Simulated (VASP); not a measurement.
Set up this calculation in VASP 6.6.1, as the native input.

| Property | Result |
| --- | --- |
| Task | single point |
| Functional | r2SCAN |
| Potentials or basis | VASP PAW PBE potentials, release 64 (Ti_sv, O) |
| Cutoff | 520 eV |
| k mesh | 5 × 5 × 5 |
| Occupations | gaussian, width 0.01 eV |
| Spin | no spin polarisation |
| Dipole correction | no |
| Further INCAR settings | ALGO = Normal; EDIFF = 1e-06; NBANDS = 33 |

Crystal: TiO2.

```
CELL_PARAMETERS angstrom
-1.89210 1.89210 4.75730
1.89210 -1.89210 4.75730
1.89210 1.89210 -4.75730
ATOMIC_POSITIONS crystal
Ti 0.00000 0.00000 0.00000
Ti 0.75000 0.25000 0.50000
O 0.20812 0.20812 0.00000
O 0.95812 0.45812 0.50000
O 0.54188 0.04188 0.50000
O 0.79188 0.79188 0.00000
```

The input as run:

POSCAR

```
TiO2
1.0
   -1.8921000000      1.8921000000      4.7573000000
    1.8921000000     -1.8921000000      4.7573000000
    1.8921000000      1.8921000000     -4.7573000000
Ti O
2 4
Direct
    0.0000000000      0.0000000000      0.0000000000
    0.7500000000      0.2500000000      0.5000000000
    0.2081197705      0.2081197705      0.0000000000
    0.9581197705      0.4581197705      0.5000000000
    0.5418802295      0.0418802295      0.5000000000
    0.7918802295      0.7918802295      0.0000000000
```

INCAR.step1

```
SYSTEM = TiO2
  PREC = Accurate
  ENCUT = 520
  ISMEAR = 0
  SIGMA = 0.01
  LREAL = .False.
  LASPH = .True.
  NELM = 60
  NBANDS = 33
  GGA = PE
  ALGO = Normal
  EDIFF = 1E-4
  LWAVE = .True.
  LCHARG = .False.
```

INCAR.step2

```
SYSTEM = TiO2
  PREC = Accurate
  ENCUT = 520
  EDIFF = 1E-6
  ISMEAR = 0
  SIGMA = 0.01
  LREAL = .False.
  LASPH = .True.
  NELM = 60
  ALGO = Normal
  ISIF = 2
  LWAVE = .False.
  LCHARG = .False.
  METAGGA = R2SCAN
  LMIXTAU = .True.
  NBANDS = 33
  ISTART = 1
```

KPOINTS

```
regular mesh
0
Gamma
  5 5 5
  0 0 0
```

Potentials or basis: VASP PAW PBE potentials, release 64 (Ti_sv, O).

The run is started by

```sh
$ cat potpaw_PBE.64/Ti_sv/POTCAR potpaw_PBE.64/O/POTCAR > POTCAR
$ cp INCAR.step1 INCAR
$ mpirun -np 1 vasp_std > vasp.out
$ cp INCAR.step2 INCAR
$ mpirun -np 1 vasp_std > vasp.out
```

It gave:

| Quantity | Value |
| --- | --- |
| Pressure | 1.7 GPa |
| Largest force | 0.032 eV/Å |
| Band gap on the k mesh | 2.54 eV, indirect (least direct gap 2.90 eV) |

Caveat: the k points lie up to 0.47 Å⁻¹ apart; the PAW data sets were made with another functional, which shifts forces and pressure a little.

Wall time 5.5 min on 1 thread of Intel(R) Xeon(R) Platinum 8259CL CPU @ 2.50GHz (Skylake/Cascade Lake) (shared host), peak memory 0.29 GiB.
